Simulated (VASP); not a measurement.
Wanted: the native input for a VASP 6.6.1 run.

```yaml
Task: single point
Functional: PBE0
Potentials_or_basis: VASP PAW PBE potentials, release 64 (W_sv, S)
Cutoff: 520 eV
k_mesh: 5 × 5 × 5
Occupations: fermi-dirac, width 0.05 eV
Spin: no spin polarisation
Dipole_correction: no
Grid_for_exact_exchange_PRECFOCK: Normal
Further_INCAR_settings: ALGO = Normal; EDIFF = 1e-07; NBANDS = 17
```

WS:

```
W S
1.0
     3.00789    0.00000    0.00000
     0.00000    3.00789    0.00000
     0.00000    0.00000    3.00789
W S
1 1
Direct
  0.50000 0.50000 0.50000
  0.00000 0.00000 0.00000
```

These files were run (other wordings do the same):

POSCAR

```
WS
1.0
    3.0078900000      0.0000000000      0.0000000000
    0.0000000000      3.0078900000      0.0000000000
    0.0000000000      0.0000000000      3.0078900000
W S
1 1
Direct
    0.5000000000      0.5000000000      0.5000000000
    0.0000000000      0.0000000000      0.0000000000
```

INCAR.step1

```
PREC = Accurate
ENCUT = 520
EDIFF = 1E-5
ISMEAR = -1
SIGMA = 0.05
LREAL = False
LASPH = True
NELM = 60
ALGO = Normal
ISIF = 2
LWAVE = True
GGA = PE
NBANDS = 17
```

INCAR.step2

```
PREC = Accurate
ENCUT = 520
EDIFF = 1E-7
ISMEAR = -1
SIGMA = 0.05
LREAL = False
LASPH = True
NELM = 60
ALGO = Normal
ISIF = 2
LWAVE = False
LCHARG = True
GGA = PE
LHFCALC = True
AEXX = 0.25
PRECFOCK = Normal
LELF = True
LVHAR = True
ISTART = 1
NBANDS = 17
```

KPOINTS

```
regular mesh
0
Gamma
  5 5 5
```

Potentials or basis: VASP PAW PBE potentials, release 64 (W_sv, S).

Command:

```console
$ cat potpaw_PBE.64/W_sv/POTCAR potpaw_PBE.64/S/POTCAR > POTCAR
$ cp INCAR.step1 INCAR
$ mpirun -np 1 vasp_std > vasp.out
$ cp INCAR.step2 INCAR
$ mpirun -np 1 vasp_std > vasp.out
```

Results of the run:

The pressure is -8.9 GPa and the band gap on the k mesh is zero (band 10 reaches 14.82 eV, above the bottom of band 11 at 11.80 eV).

Caveat: the k points lie up to 0.42 Å⁻¹ apart; the PAW data sets were made with another functional, which shifts forces and pressure a little; spin-orbit coupling is left out, which moves the levels of the heavy elements.

It took 14 min on 1 thread of AMD EPYC 7R13 Processor (Zen 3), on a shared host, peak memory 0.12 GiB.
